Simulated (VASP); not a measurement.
# LaC in VASP: a series of runs

The runs below take LaC through single point, with LDA, r2SCAN, PBE.

Program: VASP 6.6.1. These are calculated values, not measurements. Logs are shortened: lines on timing, memory, paths and dates and some standing lists are left out, and cuts for length are marked.

## (1) The cell of the first run

Symmetry: Fm-3m, No. 225, cubic system. Conventional cell: a = 5.433 Å, b = 5.433 Å, c = 5.433 Å, α = 90.00°, β = 90.00°, γ = 90.00°. La (site symmetry m-3m) has 6 C at 2.72 Å within 3.6 Å. C (site symmetry m-3m) has 6 La at 2.72 Å within 3.6 Å.

## (2) Single point, LDA

INCAR reads:

```
PREC = Accurate
ENCUT = 520
EDIFF = 1E-6
ISMEAR = 0
SIGMA = 0.05
LREAL = F
LASPH = T
NELM = 60
ALGO = Normal
ISIF = 2
LWAVE = F
LCHARG = T
GGA = CA
LELF = T
LVHAR = T
NBANDS = 14
```

KPOINTS reads:

```
regular mesh
0
Gamma
  12 12 12
```

POSCAR reads:

```
LaC
1.0
    0.0000000000      2.7165836941      2.7165836941
    2.7165836941      0.0000000000      2.7165836941
    2.7165836941      2.7165836941      0.0000000000
La C
1 1
Direct
    0.5000000000      0.5000000000      0.5000000000
    0.0000000000      0.0000000000      0.0000000000
```

Potentials or basis: VASP PAW LDA potentials, release 64 (La, C).

Command:

```console
cat potpaw_LDA.64/La/POTCAR potpaw_LDA.64/C/POTCAR > POTCAR
mpirun -np 1 vasp_std > vasp.out
```

OUTCAR:

```text
PREC = Accurate
   ENCUT = 520
   EDIFF = 1E-6
   ISMEAR = 0
   LREAL = F
   LASPH = T
   NELM = 60
   ISIF = 2
   GGA = CA

 ion  position               nearest neighbor table
   1  0.500  0.500  0.500-   2 2.72   2 2.72   2 2.72   2 2.72   2 2.72   2 2.72
   2  0.000  0.000  0.000-   1 2.72   1 2.72   1 2.72   1 2.72   1 2.72   1 2.72

  LATTYP: Found a face centered cubic cell.
 ALAT       =     5.4331673882

  Lattice vectors:

 A1 = (   0.0000000000,   2.7165836941,   2.7165836941)
 A2 = (   2.7165836941,   0.0000000000,   2.7165836941)
 A3 = (   2.7165836941,   2.7165836941,   0.0000000000)

Analysis of symmetry for initial positions (statically):
=====================================================================
 Subroutine PRICEL returns:
 Original cell was already a primitive cell.

 Routine SETGRP: Setting up the symmetry group for a
 face centered cubic supercell.

 Subroutine GETGRP returns: Found 48 space group operations
 (whereof 48 operations were pure point group operations)
 out of a pool of 48 trial point group operations.

The static configuration has the point symmetry O_h .

Analysis of symmetry for dynamics (positions and initial velocities):
=====================================================================
 Subroutine PRICEL returns:
 Original cell was already a primitive cell.

 Routine SETGRP: Setting up the symmetry group for a
 face centered cubic supercell.

 Subroutine GETGRP returns: Found 48 space group operations
 (whereof 48 operations were pure point group operations)
 out of a pool of 48 trial point group operations.

The dynamic configuration has the point symmetry O_h .

 Subroutine INISYM returns: Found 48 space group operations
 (whereof 48 operations are pure point group operations),
 and found     1 'primitive' translations

----------------------------------------------------------------------------------------

                                     Primitive cell

  volume of cell :      40.0958

  direct lattice vectors                    reciprocal lattice vectors
     0.000000000  2.716583694  2.716583694    -0.184054701  0.184054701  0.184054701
     2.716583694  0.000000000  2.716583694     0.184054701 -0.184054701  0.184054701
     2.716583694  2.716583694  0.000000000     0.184054701  0.184054701 -0.184054701

  length of vectors
     3.841829504  3.841829504  3.841829504     0.318792094  0.318792094  0.318792094

  position of ions in fractional coordinates (direct lattice)
     0.500000000  0.500000000  0.500000000
     0.000000000  0.000000000  0.000000000

  ion indices of the primitive-cell ions
   primitive index   ion index
                 1           1
                 2           2

----------------------------------------------------------------------------------------

 KPOINTS: regular mesh

Automatic generation of k-mesh.
 Grid dimensions read from file:
 generate k-points for:   12   12   12

 Generating k-lattice:

  Cartesian coordinates                     Fractional coordinates (reciprocal lattice)
    -0.015337892  0.015337892  0.015337892     0.083333333  0.000000000  0.000000000
     0.015337892 -0.015337892  0.015337892     0.000000000  0.083333333  0.000000000
     0.015337892  0.015337892 -0.015337892     0.000000000  0.000000000  0.083333333

  Length of vectors
     0.026566008  0.026566008  0.026566008

  Shift w.r.t. Gamma in fractional coordinates (k-lattice)
     0.000000000  0.000000000  0.000000000

 Subroutine IBZKPT returns following result:
 ===========================================

 Found     72 irreducible k-points:

 Following reciprocal coordinates:
            Coordinates               Weight
  0.000000  0.000000  0.000000      1.000000
  0.083333  0.000000  0.000000      8.000000
  0.166667  0.000000  0.000000      8.000000
  0.250000  0.000000  0.000000      8.000000
  0.333333  0.000000  0.000000      8.000000
  0.416667  0.000000  0.000000      8.000000
[... 16 lines left out ...]
  0.500000  0.166667  0.000000     24.000000
 -0.416667  0.166667  0.000000     24.000000
 [... further k-points ...]
   k-points           NKPTS =     72   k-points in BZ     NKDIM =     72   number of bands    NBANDS=     14
   number of dos      NEDOS =    301   number of ions     NIONS =      2
   total plane-waves  NPLWV =  27000
   dimension x,y,z NGX =    30 NGY =   30 NGZ =   30
   dimension x,y,z NGXF=    60 NGYF=   60 NGZF=   60
   ions per type =               1   1
   NGX,Y,Z   is equivalent  to a cutoff of  12.98, 12.98, 12.98 a.u.
   NGXF,Y,Z  is equivalent  to a cutoff of  25.96, 25.96, 25.96 a.u.
 SYSTEM =  unknown system
   PREC   = accura    normal or accurate (medium, high low for compatibility)
   ISTART =      0    job   : 0-new  1-cont  2-samecut
   ICHARG =      2    charge: 1-file 2-atom 10-const
   ISPIN  =      1    spin polarized calculation?
   LNONCOLLINEAR =      F non collinear calculations
   LSORBIT =      F    spin-orbit coupling
   LASPH  =      T    aspherical Exc in radial PAW
   ENCUT  =  520.0 eV  38.22 Ry    6.18 a.u.   7.14  7.14  7.14*2*pi/ulx,y,z
   NELM   =     60;   NELMIN=  2; NELMDL= -5     # of ELM steps
   EDIFF  = 0.1E-05   stopping-criterion for ELM
   LREAL  =      F    real-space projection
   EDIFFG = 0.1E-04   stopping-criterion for IOM
   NSW    =      0    number of steps for IOM
   IBRION =     -1    ionic relax: 0-MD 1-quasi-New 2-CG
   NFREE  =      0    steps in history (QN), initial steepest desc. (CG)
   ISIF   =      2    stress and relaxation
   ISYM   =      2    0-nonsym 1-usesym 2-fastsym
   POTIM  = 0.5000    time-step for ionic-motion
   TEBEG  =    0.0;   TEEND  =   0.0 temperature during run
   PSTRESS=    0.0 pullay stress
   NELECT =      15.0000    total number of electrons
   NUPDOWN=      -1.0000    fix difference up-down
   EMIN   =  10.00;   EMAX   =-10.00  energy-range for DOS
   EFERMI =   0.00;   METHOD = LEGACY
   ISMEAR =     0;   SIGMA  =   0.05  broadening in eV -4-tet -1-fermi 0-gaus
   EFERMI_NEDOS =   21; number of points for ismear=-14 and -15
   IALGO  =     38    algorithm
   IMIX   =      4    mixing-type and parameters
     AMIX     =   0.40;   BMIX     =  1.00
     AMIX_MAG =   1.60;   BMIX_MAG =  1.00
  volume/ion in A,a.u.               =      20.05       135.29
  Fermi-wavevector in a.u.,A,eV,Ry     =   1.179611  2.229142 18.932265  1.391482
  Thomas-Fermi vector in A             =   2.315919
   LORBIT       =      0    0 simple, 1 ext, 2 COOP (PROOUT), +10 PAW based schemes
   GGA     = CA    functional components
   LHFCALC =     F    Hartree Fock is set to
   AEXX    =    0.0000 exact exchange contribution
   IVDW    =     0    specifies the selected vdW correction
   LEPSILON=     F    determine dielectric tensor
   LRPA    =     F    only Hartree local field effects (RPA)
 non-spin polarized calculation
 Gauss-broadening in eV      SIGMA  =   0.05
  energy-cutoff  :      520.00
  volume of cell :       40.10
 maximum number of plane-waves:      1106
 NGX is ok and might be reduce to    30
   NGX = 15   NGY = 15   NGZ = 15

 number of electron      15.0000000 magnetization

 Free energy of the ion-electron system (eV)
  ---------------------------------------------------
  ext. energy  EPLUGINS =         0.00000000
  ---------------------------------------------------
  free energy    TOTEN  =       -14.82093848 eV

  energy without entropy =      -14.81581489  energy(sigma->0) =      -14.81837668

 E-fermi :   7.0544     XC(G=0): -10.6669

 val. band max:        7.0475571158   @ k =  -0.4167   0.4167   0.0833
 cond. band min:       7.0657739824   @ k =  -0.3333   0.3333   0.0833
 fundamental gap:      0.0182168666
 Fermi energy:         7.0543577080

 k-point     1 :       0.0000    0.0000    0.0000
  band No.  band energies     occupation
      1     -23.9663      2.00000
      2      -7.1778      2.00000
      3      -7.1778      2.00000
      4      -7.1778      2.00000
      5      -1.4436      2.00000
      6       7.5413      0.00000
      7       7.5413      0.00000
      8       7.5413      0.00000
      9       9.7257      0.00000
     10       9.7257      0.00000
     11       9.7257      0.00000
     12       9.9924      0.00000
     13      10.9781      0.00000
     14      10.9781      0.00000

 k-point     2 :       0.0833    0.0000    0.0000
  band No.  band energies     occupation
      1     -23.9550      2.00000
      2      -7.3109      2.00000
      3      -7.1859      2.00000
      4      -7.1859      2.00000
      5      -1.2859      2.00000
      6       7.2505      0.00000
      7       7.3598      0.00000
      8       7.3598      0.00000
      9       9.4783      0.00000
     10       9.8120      0.00000
     11       9.8120      0.00000
     12      10.3121      0.00000
     13      10.9786      0.00000
     14      10.9791      0.00000

 k-point     3 :       0.1667    0.0000    0.0000
  band No.  band energies     occupation
      1     -23.9239      2.00000
      2      -7.6457      2.00000
      3      -7.2078      2.00000
      4      -7.2078      2.00000
      5      -0.8808      2.00000
      6       6.5660      2.00000
      7       6.9365      1.99914
      8       6.9365      1.99914
      9       9.3494      0.00000
     10      10.0155      0.00000
     11      10.0155      0.00000
     12      10.6232      0.00000
     13      10.9411      0.00000
     14      10.9454      0.00000
[... 324 lines left out ...]
 k-point    23 :       0.5000    0.1667    0.0000
  band No.  band energies     occupation
      1     -23.7794      2.00000
      2      -8.5728      2.00000
      3      -7.5261      2.00000
      4      -7.3899      2.00000
      5       0.0703      2.00000
      6       5.1212      2.00000
      7       6.1878      2.00000
      8       6.2551      2.00000
      9       9.6843      0.00000
     10      10.4052      0.00000
     11      10.4482      0.00000
     12      10.7581      0.00000
     13      10.8029      0.00000
     14      10.8796      0.00000

 k-point    24 :      -0.4167    0.1667    0.0000
  band No.  band energies     occupation
      1     -23.7764      2.00000
      2      -8.5918      2.00000
      3      -7.5787      2.00000
      4      -7.3513      2.00000
      5       0.1680      2.00000
      6       4.9631      2.00000
      7       5.9786      2.00000
      8       6.3865      2.00000
      9      10.0641      0.00000
     10      10.2753      0.00000
     11      10.3925      0.00000
     12      10.7558      0.00000
     13      10.8288      0.00000
     14      10.8846      0.00000

 [... further k-points ...]
[... 5 lines left out ...]
  --------------------------------------------------------------------------------------
  -------------------------------------------------------------------------------------
  Total       -1.4328013     -1.4328013     -1.4328013     -0.0000000     -0.0000000      0.0000000
  in kB      -57.2528727    -57.2528727    -57.2528727     -0.0000000     -0.0000000      0.0000000
  external PRESSURE =     -57.2528727 kB  Pullay stress =       0.0000000 kB

 VOLUME and BASIS-vectors are now :
 -----------------------------------------------------------------------------
  energy-cutoff  :      520.00
  volume of cell :       40.10
      direct lattice vectors                 reciprocal lattice vectors
     0.000000000  2.716583694  2.716583694    -0.184054701  0.184054701  0.184054701
     2.716583694  0.000000000  2.716583694     0.184054701 -0.184054701  0.184054701
     2.716583694  2.716583694  0.000000000     0.184054701  0.184054701 -0.184054701

 POSITION                                       TOTAL-FORCE (eV/Angst)
 -----------------------------------------------------------------------------------
      2.71658      2.71658      2.71658        -0.000000     -0.000000     -0.000000
      0.00000      0.00000      0.00000         0.000000      0.000000      0.000000
 -----------------------------------------------------------------------------------
    total drift:                               -0.000000     -0.000000      0.000000

  FREE ENERGIE OF THE ION-ELECTRON SYSTEM (eV)
  ---------------------------------------------------
  free  energy   TOTEN  =       -14.8209384774 eV

  energy  without entropy=      -14.8158148901  energy(sigma->0) =      -14.81837668
```

It took 60 s on 1 thread of Intel Xeon Platinum 8488C (Sapphire Rapids), shared host; peak memory 0.19 GiB.

What came out:

* Free energy: -14.8209 eV
* Pressure: -5.7 GPa

Caveat: spin-orbit coupling is left out, which moves the levels of the heavy elements.

(Part 1 of 2 ends here.)
